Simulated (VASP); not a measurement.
A run of VASP 6.6.1 is set up as follows.

The input INCAR:

```
SYSTEM = MoS2
PREC = Accurate ; ENCUT = 520
EDIFF = 1E-7 ; ISMEAR = 0
SIGMA = 0.02 ; LREAL = .FALSE.
LASPH = .TRUE. ; NELM = 60
ALGO = Normal ; ISIF = 2
LWAVE = .FALSE. ; LCHARG = .TRUE.
GGA = PE ; IVDW = 12
LELF = .TRUE. ; LVHAR = .TRUE.
NBANDS = 20
```

Contents of KPOINTS:

```
regular mesh
0
G
  12 12 4
  0 0 0
```

Contents of POSCAR:

```
MoS2
1.0
    3.1497239970      0.0000000000      0.0000000000
   -1.5748619985      2.7277409963      0.0000000000
    0.0000000000      0.0000000000      6.5145918070
Mo S
1 2
Direct
    0.0000000000      0.0000000000      0.0000000000
    0.3333333333      0.6666666667      0.2399959284
    0.3333333333      0.6666666667      0.7600040716
```

Potentials or basis: VASP PAW PBE potentials, release 64 (Mo_sv, S).

The run is started by

```bash
$ cat potpaw_PBE.64/Mo_sv/POTCAR potpaw_PBE.64/S/POTCAR > POTCAR
$ mpirun -np 1 vasp_std > vasp.out
```

(1) Predict the dispersion energy per atom.

(2) What does it give for the band gap on the k mesh?

(3) What does it give for the largest force?

Results:

(1) -0.405 eV.

(2) 1.10 eV (least direct gap 1.75 eV).

(3) 0.012 eV/Å.

Caveat: the cell differs from its parent crystal (strain along c alone, the other axes held: -2.0 %, then relaxed in part).
